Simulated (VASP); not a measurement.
Here is a VASP 6.6.1 calculation.

File INCAR:

```
ALGO     = Normal         # electronic algorithm
EDIFF    = 1E-8           # SCF threshold, eV
ENCUT    = 520            # plane-wave cutoff, eV
GGA      = PE             # functional
IBRION   = 8              # ionic algorithm
ISIF     = 2              # what is computed and relaxed
ISMEAR   = -1             # smearing method
LASPH    = T              # aspherical terms in the spheres
LCHARG   = F              # write CHGCAR
LREAL    = F              # projectors in reciprocal space
LWAVE    = F              # write WAVECAR
NELM     = 100            # most SCF steps
NSW      = 1              # ionic steps
PREC     = Accurate       # precision mode
SIGMA    = 0.15           # smearing width, eV
```

Contents of KPOINTS:

```
k-points
0
Gamma
  16 16 16
```

The input POSCAR:

```
BiAs
1.0
    0.0000000000      3.0173098992      3.0173098992
    3.0173098992      0.0000000000      3.0173098992
    3.0173098992      3.0173098992      0.0000000000
Bi As
1 1
Direct
    0.5000000000      0.5000000000      0.5000000000
    0.0000000000      0.0000000000      0.0000000000
```

Potentials or basis: VASP PAW PBE potentials, release 64 (Bi_d, As).

Run with:

```console
$ cat potpaw_PBE.64/Bi_d/POTCAR potpaw_PBE.64/As/POTCAR > POTCAR
$ mpirun -np 1 vasp_std > vasp.out
```

(1) What does it give for the highest phonon frequency at Γ, LO-TO splitting left out?

(2) Estimate the most unstable mode.

Answers

(1) 0 cm⁻¹.

(2) 113i cm⁻¹.

Caveat: some modes are imaginary.
